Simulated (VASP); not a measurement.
Write the native input for VASP 6.6.1 that does the following.

| Quantity | Value |
| --- | --- |
| Task | single point |
| Functional | LDA |
| Potentials or basis | VASP PAW LDA potentials, release 64 (Zr_sv, S) |
| Cutoff | 500 eV |
| k mesh | 5 × 5 × 3 |
| Occupations | fermi-dirac, width 0.05 eV |
| Spin | no spin polarisation |
| Dipole correction | no |
| Further INCAR settings | ALGO = Normal; EDIFF = 1e-06; NBANDS = 19 |

The structure of ZrS2 lies in POSCAR:

```
ZrS2
1.0
    3.6065983808      0.0000000000      0.0000000000
   -1.8032991904      3.1234058190      0.0000000000
    0.0000000000      0.0000000000      5.6454176281
Zr S
1 2
Direct
    0.0000000000      0.0000000000      0.0000000000
    0.6666666667      0.3333333333      0.7442053545
    0.3333333333      0.6666666667      0.2557946455
```

One way to write it, as run:

INCAR

```
SYSTEM = ZrS2
ALGO = Normal ; EDIFF = 1E-6
ENCUT = 500 ; GGA_COMPAT = .FALSE.
ISIF = 2 ; ISMEAR = -1
LASPH = .TRUE. ; LCHARG = .FALSE.
LREAL = .FALSE. ; LWAVE = .FALSE.
NBANDS = 19 ; NELM = 120
PREC = Accurate ; SIGMA = 0.05
```

KPOINTS

```
k-points
0
G
  5 5 3
  0 0 0
```

Potentials or basis: VASP PAW LDA potentials, release 64 (Zr_sv, S).

The run is started by

```bash
$ cat potpaw_LDA.64/Zr_sv/POTCAR potpaw_LDA.64/S/POTCAR > POTCAR
$ mpirun -np 1 vasp_std > vasp.out
```

It gave:

The pressure is 0.1 GPa, the largest force is 0.021 eV/Å and the band gap on the k mesh is 0.59 eV, indirect (least direct gap 1.26 eV).

Wall time 14 s on 1 thread of Intel(R) Xeon(R) 6975P-C (Granite Rapids), with other jobs on the host, peak memory 0.15 GiB.
